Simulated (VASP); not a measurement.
# HfMo (Cmmm) in VASP: further runs

Aim: see how the results for HfMo move with the level of theory and the settings. Levels: PBE, LDA. Tasks: single point.

All numbers are computed with VASP 6.6.1; they aren't measurements. Logs are shortened: lines on timing, memory, paths and dates and some standing lists are left out, and cuts for length are marked.

## (1) The cell of the first run

Symmetry: Cmmm, No. 65, orthorhombic system. Conventional cell: a = 3.342 Å, b = 4.945 Å, c = 4.447 Å, α = 90.00°, β = 90.00°, γ = 90.00°. Hf (site symmetry mmm) has 8 Mo at 2.78 to 3.33 Å and 6 Hf at 2.98 to 3.34 Å within 3.7 Å. Within 3.7 Å of Mo (site symmetry mmm) lie 8 Hf at 2.78 to 3.33 Å and 6 Mo at 2.98 to 3.34 Å.

## (2) Single point, PBE

File INCAR:

```
SYSTEM = HfMo
  PREC = Accurate
  ENCUT = 520
  EDIFF = 1E-6
  ISMEAR = 0
  SIGMA = 0.05
  LREAL = .FALSE.
  LASPH = .TRUE.
  NELM = 100
  ALGO = Normal
  ISIF = 2
  LWAVE = .FALSE.
  LCHARG = .TRUE.
  GGA = PE
  LELF = .TRUE.
  LVHAR = .TRUE.
  NBANDS = 19
```

File KPOINTS:

```
regular mesh
0
G
  10 10 6
  0 0 0
```

File POSCAR:

```
HfMo
1.0
    2.9842945900      0.0000000000      0.0000000000
   -1.1125483176      2.7691606022      0.0000000000
    0.0000000000      0.0000000000      4.4470110000
Hf Mo
1 1
Direct
    0.0000000000      0.0000000000      0.0000000000
    0.5000000000      0.5000000000      0.5000000000
```

Potentials or basis: VASP PAW PBE potentials, release 64 (Hf_pv, Mo_sv).

Started as:

```
cat potpaw_PBE.64/Hf_pv/POTCAR potpaw_PBE.64/Mo_sv/POTCAR > POTCAR
mpirun -np 1 vasp_std > vasp.out
```

OUTCAR:

```text
SYSTEM = HfMo
   PREC = Accurate
   ENCUT = 520
   EDIFF = 1E-6
   ISMEAR = 0
   LREAL = .FALSE.
   LASPH = .TRUE.
   NELM = 100
   ISIF = 2
   GGA = PE

 ion  position               nearest neighbor table
   1  0.000  0.000  0.000-   2 2.78   2 2.78   2 2.78   2 2.78   2 3.33   2 3.33   2 3.33   2 3.33

   2  0.500  0.500  0.500-   1 2.78   1 2.78   1 2.78   1 2.78   1 3.33   1 3.33   1 3.33   1 3.33

  LATTYP: Found a base centered orthorhombic cell.
 ALAT       =     3.3424069993
 B/A-ratio  =     1.4794529809
 C/A-ratio  =     1.3304815963

  Lattice vectors:

 A1 = (   2.9842945900,   0.0000000000,   0.0000000000)
 A2 = (  -1.1125483176,   2.7691606022,   0.0000000000)
 A3 = (   0.0000000000,   0.0000000000,   4.4470110000)

Analysis of symmetry for initial positions (statically):
=====================================================================
 Subroutine PRICEL returns:
 Original cell was already a primitive cell.

 Routine SETGRP: Setting up the symmetry group for a
 base centered orthorhombic supercell.

 Subroutine GETGRP returns: Found  8 space group operations
 (whereof  8 operations were pure point group operations)
 out of a pool of  8 trial point group operations.

The static configuration has the point symmetry D_2h.

Analysis of symmetry for dynamics (positions and initial velocities):
=====================================================================
 Subroutine PRICEL returns:
 Original cell was already a primitive cell.

 Routine SETGRP: Setting up the symmetry group for a
 base centered orthorhombic supercell.

 Subroutine GETGRP returns: Found  8 space group operations
 (whereof  8 operations were pure point group operations)
 out of a pool of  8 trial point group operations.

The dynamic configuration has the point symmetry D_2h.

 Subroutine INISYM returns: Found  8 space group operations
 (whereof  8 operations are pure point group operations),
 and found     1 'primitive' translations

----------------------------------------------------------------------------------------

                                     Primitive cell

  volume of cell :      36.7501

  direct lattice vectors                    reciprocal lattice vectors
     2.984294590  0.000000000  0.000000000     0.335087563  0.134626032  0.000000000
    -1.112548318  2.769160602  0.000000000     0.000000000  0.361120261  0.000000000
     0.000000000  0.000000000  4.447011000     0.000000000  0.000000000  0.224870143

  length of vectors
[... 76 lines left out ...]
   ISPIN  =      1    spin polarized calculation?
   LNONCOLLINEAR =      F non collinear calculations
   LSORBIT =      F    spin-orbit coupling
   LASPH  =      T    aspherical Exc in radial PAW
   ENCUT  =  520.0 eV  38.22 Ry    6.18 a.u.   5.55  5.55  8.27*2*pi/ulx,y,z
   NELM   =    100;   NELMIN=  2; NELMDL= -5     # of ELM steps
   EDIFF  = 0.1E-05   stopping-criterion for ELM
   LREAL  =      F    real-space projection
   EDIFFG = 0.1E-04   stopping-criterion for IOM
   NSW    =      0    number of steps for IOM
   IBRION =     -1    ionic relax: 0-MD 1-quasi-New 2-CG
   NFREE  =      0    steps in history (QN), initial steepest desc. (CG)
   ISIF   =      2    stress and relaxation
   ISYM   =      2    0-nonsym 1-usesym 2-fastsym
   POTIM  = 0.5000    time-step for ionic-motion
   TEBEG  =    0.0;   TEEND  =   0.0 temperature during run
   PSTRESS=    0.0 pullay stress
   NELECT =      24.0000    total number of electrons
   NUPDOWN=      -1.0000    fix difference up-down
   EMIN   =  10.00;   EMAX   =-10.00  energy-range for DOS
   EFERMI =   0.00;   METHOD = LEGACY
   ISMEAR =     0;   SIGMA  =   0.05  broadening in eV -4-tet -1-fermi 0-gaus
   EFERMI_NEDOS =   21; number of points for ismear=-14 and -15
   IALGO  =     38    algorithm
   IMIX   =      4    mixing-type and parameters
     AMIX     =   0.40;   BMIX     =  1.00
     AMIX_MAG =   1.60;   BMIX_MAG =  1.00
  volume/ion in A,a.u.               =      18.38       124.00
  Fermi-wavevector in a.u.,A,eV,Ry     =   1.420341  2.684055 27.447958  2.017368
  Thomas-Fermi vector in A             =   2.541266
   LORBIT       =      0    0 simple, 1 ext, 2 COOP (PROOUT), +10 PAW based schemes
   GGA     = PE    functional components
   LHFCALC =     F    Hartree Fock is set to
   AEXX    =    0.0000 exact exchange contribution
   IVDW    =     0    specifies the selected vdW correction
   LEPSILON=     F    determine dielectric tensor
   LRPA    =     F    only Hartree local field effects (RPA)
 non-spin polarized calculation
 Gauss-broadening in eV      SIGMA  =   0.05
  energy-cutoff  :      520.00
  volume of cell :       36.75
 maximum number of plane-waves:      1015
 NGX is ok and might be reduce to    24
   NGX = 11   NGY = 11   NGZ = 17

 number of electron      23.9999998 magnetization

 Free energy of the ion-electron system (eV)
  ---------------------------------------------------
  ext. energy  EPLUGINS =         0.00000000
  ---------------------------------------------------
  free energy    TOTEN  =       -20.69479873 eV

  energy without entropy =      -20.69226943  energy(sigma->0) =      -20.69353408

 E-fermi :   7.8338     XC(G=0): -12.3331

 val. band max:        7.8220792307   @ k =  -0.2000   0.2000   0.5000
 cond. band min:       7.8476318186   @ k =   0.5000   0.2000   0.5000
 fundamental gap:      0.0255525879
 Fermi energy:         7.8337882040

 k-point     1 :       0.0000    0.0000    0.0000
  band No.  band energies     occupation
      1     -52.4674      2.00000
      2     -26.6501      2.00000
      3     -26.3696      2.00000
      4     -26.2918      2.00000
      5     -21.9164      2.00000
      6     -21.7084      2.00000
[... 505 lines left out ...]
      6     -22.1318      2.00000
[... 11 lines left out ...]
     18      13.9823      0.00000
     19      16.5935      0.00000

 [... further k-points ...]
[... 5 lines left out ...]
  --------------------------------------------------------------------------------------
  -------------------------------------------------------------------------------------
  Total       -0.1054116      0.0304254     -0.0619971      0.1690509      0.0000000      0.0000000
  in kB       -4.5955870      1.3264449     -2.7028619      7.3700428      0.0000000      0.0000000
  external PRESSURE =      -1.9906680 kB  Pullay stress =       0.0000000 kB

 VOLUME and BASIS-vectors are now :
 -----------------------------------------------------------------------------
  energy-cutoff  :      520.00
  volume of cell :       36.75
      direct lattice vectors                 reciprocal lattice vectors
     2.984294590  0.000000000  0.000000000     0.335087563  0.134626032  0.000000000
    -1.112548318  2.769160602  0.000000000     0.000000000  0.361120261  0.000000000
     0.000000000  0.000000000  4.447011000     0.000000000  0.000000000  0.224870143

 POSITION                                       TOTAL-FORCE (eV/Angst)
 -----------------------------------------------------------------------------------
      0.00000      0.00000      0.00000        -0.000000      0.000000      0.000000
      0.93587      1.38458      2.22351         0.000000      0.000000      0.000000
 -----------------------------------------------------------------------------------
    total drift:                                0.000000      0.000000     -0.000000

  FREE ENERGIE OF THE ION-ELECTRON SYSTEM (eV)
  ---------------------------------------------------
  free  energy   TOTEN  =       -20.6947987276 eV

  energy  without entropy=      -20.6922694307  energy(sigma->0) =      -20.69353408
```

OSZICAR:

```text
N       E                     dE             d eps       ncg     rms          rms(c)
DAV:   1     0.171448000849E+03    0.17145E+03   -0.14535E+04  4720   0.126E+03
DAV:   2    -0.173474923517E+02   -0.18880E+03   -0.18548E+03  5564   0.360E+02
DAV:   3    -0.215475082147E+02   -0.42000E+01   -0.41345E+01  5531   0.469E+01
DAV:   4    -0.215796859961E+02   -0.32178E-01   -0.32145E-01  5216   0.417E+00
DAV:   5    -0.215799272231E+02   -0.24123E-03   -0.24122E-03  5325   0.364E-01    0.567E+01
DAV:   6    -0.209893116206E+02    0.59062E+00   -0.35731E+00  5047   0.111E+01    0.264E+01
DAV:   7    -0.215687038346E+02   -0.57939E+00   -0.11066E+01  5036   0.103E+01    0.223E+01
DAV:   8    -0.206968419444E+02    0.87186E+00   -0.60215E+00  5026   0.935E+00    0.316E+00
DAV:   9    -0.206959285793E+02    0.91337E-03   -0.67000E-02  4989   0.166E+00    0.855E-01
DAV:  10    -0.206947854077E+02    0.11432E-02   -0.47868E-03  5351   0.406E-01    0.134E-01
DAV:  11    -0.206948066981E+02   -0.21290E-04   -0.17628E-04  5455   0.903E-02    0.763E-02
DAV:  12    -0.206947980728E+02    0.86254E-05   -0.31417E-05  5116   0.336E-02    0.133E-02
DAV:  13    -0.206947987276E+02   -0.65480E-06   -0.20306E-06  4356   0.967E-03
   1 F= -.20694799E+02 E0= -.20693534E+02  d E =-.252930E-02
```

stdout:

```text
POSCAR found type information on POSCAR HfMo
 POSCAR found :  2 types and       2 ions
 scaLAPACK will be used
 LDA part: xc-table for (Slater+PW92), standard interpolation
 POSCAR, INCAR and KPOINTS ok, starting setup
 FFT: planning ... GRIDC
 FFT: planning ... GRID_SOFT
 FFT: planning ... GRID
 WAVECAR not read
 entering main loop
```

Run time: 22 s. Hardware: 1 thread of Intel Xeon 6975P-C (Granite Rapids), shared host; peak memory 0.22 GiB.

Results:

```yaml
Free_energy: -20.6948 eV
Pressure: -0.2 GPa
Band_gap_on_the_k_mesh: zero (band 12 reaches 9.59 eV, above the bottom of band 13 at 7.03 eV)
```

Levels at points of the mesh, in eV from the Fermi level:
```tsv
k point	band 9	band 10	band 11	band 12	band 13	band 14	band 15	band 16
(0.00, 0.00, 0.00)	-3.90	-1.62	-0.47	0.05	1.55	1.89	2.58	2.73
(0.50, 0.00, 0.00)	-2.69	-1.46	-1.00	-0.44	0.04	1.33	2.55	4.28
(0.50, 0.50, 0.00)	-3.73	-3.59	-1.92	1.09	3.49	3.76	4.92	5.85
(0.00, 0.00, 0.50)	-4.09	-1.06	-0.38	0.58	1.06	1.21	1.30	1.68
(0.50, 0.00, 0.50)	-3.75	-1.84	-1.40	1.76	1.92	2.32	2.54	4.64
(0.50, 0.50, 0.50)	-2.29	-2.22	-1.57	0.05	0.73	2.05	2.87	3.55
```

Caveat: spin-orbit coupling is left out, which moves the levels of the heavy elements.

## (3) Single point, PBE

File INCAR:

```
ALGO = Fast ; EDIFF = 1E-7
ENCUT = 520 ; GGA = PE
ISIF = 2 ; ISMEAR = 0
LASPH = T ; LCHARG = T
LELF = T ; LREAL = F
LVHAR = T ; LWAVE = F
NBANDS = 19 ; NELM = 60
PREC = Accurate ; SIGMA = 0.05
```

File KPOINTS:

```
k-points
0
Gamma
  10 10 6
```

File POSCAR:

```
HfMo
1.0
    1.6712035000     -2.4724670000      0.0000000000
    1.6712035000      2.4724670000      0.0000000000
    0.0000000000      0.0000000000      4.4470110000
Hf Mo
1 1
Direct
    0.0000000000      0.0000000000      0.0000000000
    0.5000000000      0.5000000000      0.5000000000
```

Potentials or basis: VASP PAW PBE potentials, release 64 (Hf_pv, Mo_sv).

Started as:

```
cat potpaw_PBE.64/Hf_pv/POTCAR potpaw_PBE.64/Mo_sv/POTCAR > POTCAR
mpirun -np 1 vasp_std > vasp.out
```

Wall time 41 s (1 thread of Intel Xeon Platinum 8559C (Emerald Rapids), shared host); peak memory 0.21 GiB.

The run converged. Its results:

| Property | Result |
| --- | --- |
| Free energy | -20.6948 eV |
| Pressure | -0.2 GPa |
| Band gap on the k mesh | zero (band 12 reaches 9.59 eV, above the bottom of band 13 at 7.03 eV) |

Stress tensor (GPa, compression positive):
```
 0.62  0.00  0.00
 0.00 -0.97  0.00
 0.00  0.00 -0.27
```

Levels at points of the mesh, in eV from the Fermi level:
```
           k point  band 10  band 11  band 12  band 13  band 14  band 15
(0.00, 0.00, 0.00)    -1.62    -0.47     0.05     1.55     1.89     2.58
(0.50, 0.00, 0.00)    -1.46    -1.00    -0.44     0.04     1.33     2.55
(0.50, 0.50, 0.00)    -3.59    -1.92     1.09     3.49     3.76     4.92
(0.00, 0.00, 0.50)    -1.06    -0.38     0.58     1.06     1.21     1.30
(0.50, 0.00, 0.50)    -1.84    -1.40     1.76     1.92     2.32     2.54
(0.50, 0.50, 0.50)    -2.22    -1.57     0.05     0.73     2.05     2.88
```

Caveat: spin-orbit coupling is left out, which moves the levels of the heavy elements.

## (4) Single point, LDA

File INCAR:

```
PREC     = Accurate       # precision mode
ENCUT    = 520            # plane-wave cutoff, eV
EDIFF    = 1E-7           # SCF threshold, eV
ISMEAR   = 0              # smearing method
SIGMA    = 0.05           # smearing width, eV
LREAL    = False          # projectors in reciprocal space
LASPH    = True           # aspherical terms in the spheres
NELM     = 80             # most SCF steps
ALGO     = Fast           # electronic algorithm
ISIF     = 2              # what is computed and relaxed
LWAVE    = False          # write WAVECAR
LCHARG   = False          # write CHGCAR
GGA      = CA             # functional
NBANDS   = 19             # bands
```

File KPOINTS:

```
Automatic mesh
0
Gamma
  10 10 6
```

POSCAR is that of step 3.

Potentials or basis: VASP PAW LDA potentials, release 64 (Hf_pv, Mo_sv).

Started as:

```
cat potpaw_LDA.64/Hf_pv/POTCAR potpaw_LDA.64/Mo_sv/POTCAR > POTCAR
mpirun -np 1 vasp_std > vasp.out
```

Run time: 36 s. Hardware: 1 thread of Intel Xeon Platinum 8559C (Emerald Rapids), shared host; peak memory 0.2 GiB.

Results (log left out):

```yaml
Free_energy: -22.6723 eV
Pressure: -10.6 GPa
Band_gap_on_the_k_mesh: zero (band 12 reaches 9.54 eV, above the bottom of band 13 at 6.87 eV)
```

Stress tensor (GPa, compression positive):
```
-10.27   0.00   0.00
  0.00 -10.19   0.00
  0.00   0.00 -11.37
```

Levels at points of the mesh, in eV from the Fermi level:
```csv
k point,band 10,band 11,band 12,band 13,band 14,band 15
"(0.00, 0.00, 0.00)",-1.65,-0.49,0.01,1.47,1.86,2.52
"(0.50, 0.00, 0.00)",-1.44,-0.96,-0.46,0.01,1.33,2.52
"(0.50, 0.50, 0.00)",-3.61,-1.94,1.20,3.49,3.73,4.86
"(0.00, 0.00, 0.50)",-1.08,-0.36,0.50,1.04,1.23,1.25
"(0.50, 0.00, 0.50)",-1.86,-1.43,1.84,2.04,2.28,2.50
"(0.50, 0.50, 0.50)",-2.20,-1.57,0.07,0.73,2.00,2.82
```

Caveat: spin-orbit coupling is left out, which moves the levels of the heavy elements.

## (5) Single point, LDA

File INCAR:

```
  PREC = Accurate
  ENCUT = 520
  EDIFF = 1E-6
  ISMEAR = 1
  SIGMA = 0.1
  LREAL = F
  LASPH = T
  NELM = 80
  ALGO = Normal
  ISIF = 2
  LWAVE = F
  LCHARG = F
  GGA = CA
  NBANDS = 19
```

File KPOINTS:

```
regular mesh
0
Gamma
  10 10 6
```

POSCAR is that of step 4.

Started as:

```
cat potpaw_LDA.64/Hf_pv/POTCAR potpaw_LDA.64/Mo_sv/POTCAR > POTCAR
mpirun -np 1 vasp_std > vasp.out
```

Run time: 24 s. Hardware: 1 thread of Intel Xeon Platinum 8559C (Emerald Rapids), shared host; peak memory 0.2 GiB.

Results (log left out):

```yaml
Free_energy: -22.6712 eV
Pressure: -10.6 GPa
Band_gap_on_the_k_mesh: zero (band 12 reaches 9.54 eV, above the bottom of band 13 at 6.87 eV)
```

Stress tensor (GPa, compression positive):
```
-10.27   0.00   0.00
  0.00 -10.23   0.00
  0.00   0.00 -11.40
```

Levels at points of the mesh, in eV from the Fermi level:
```csv
k point,band 10,band 11,band 12,band 13,band 14,band 15
"(0.00, 0.00, 0.00)",-1.65,-0.49,0.01,1.47,1.86,2.52
"(0.50, 0.00, 0.00)",-1.44,-0.97,-0.46,0.01,1.33,2.52
"(0.50, 0.50, 0.00)",-3.61,-1.94,1.20,3.49,3.73,4.86
"(0.00, 0.00, 0.50)",-1.08,-0.37,0.50,1.04,1.23,1.25
"(0.50, 0.00, 0.50)",-1.87,-1.43,1.84,2.04,2.28,2.50
"(0.50, 0.50, 0.50)",-2.20,-1.57,0.07,0.73,1.99,2.81
```

Caveat: spin-orbit coupling is left out, which moves the levels of the heavy elements.

## (6) The runs side by side

```tsv
level	potentials or basis	smearing	gap on the mesh (eV)	pressure (GPa)
PBE	VASP PAW PBE potentials, release 64 (Hf_pv, Mo_sv)	gaussian 0.05 eV	none	-0.2
LDA	VASP PAW LDA potentials, release 64 (Hf_pv, Mo_sv)	gaussian 0.05 eV	none	-10.6
LDA	VASP PAW LDA potentials, release 64 (Hf_pv, Mo_sv)	methfessel-paxton 0.1 eV	none	-10.6
```

Alike in all rows: task single point; no spin polarisation; cell as given; k mesh 10 × 10 × 6; cutoff (eV) 520.

Caveats: spin-orbit coupling is left out, which moves the levels of the heavy elements.

Total energies depend on the potentials used, so only differences within one code and one set of settings carry meaning.
